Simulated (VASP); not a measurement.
A run of VASP 6.6.1:

File INCAR:

```
SYSTEM = Sb
  PREC = Accurate
  ENCUT = 520
  EDIFF = 1E-8
  ISMEAR = -1
  SIGMA = 0.05
  LREAL = .False.
  LASPH = .True.
  NELM = 80
  ALGO = Normal
  ISIF = 2
  LWAVE = .False.
  LCHARG = .False.
  GGA = PS
  LEFG = .True.
  NBANDS = 12
```

Contents of KPOINTS:

```
Automatic mesh
0
Gamma
  9 9 9
  0 0 0
```

File POSCAR:

```
Sb
1.0
    2.1256720836      1.2121766789      3.7270387499
   -2.1755285804      1.2336826823      3.7485447533
   -0.0063035032     -2.5020193611      3.7564164968
Sb
2
Direct
    0.2336400000      0.2336400000      0.2336400000
    0.7663600000      0.7663600000      0.7663600000
```

Potentials or basis: VASP PAW PBE potentials, release 64 (Sb).

The run is started by

```sh
$ cat potpaw_PBE.64/Sb/POTCAR > POTCAR
$ mpirun -np 1 vasp_std > vasp.out
```

Hardware: 1 thread of Intel(R) Xeon(R) Platinum 8559C (Emerald Rapids), with other jobs on the host.

Q: Estimate the wall time of this run.

A: Wall time 110 s on 1 thread of Intel(R) Xeon(R) Platinum 8559C (Emerald Rapids) (shared host), peak memory 0.36 GiB. Counts: scf iterations 14, k points 365.
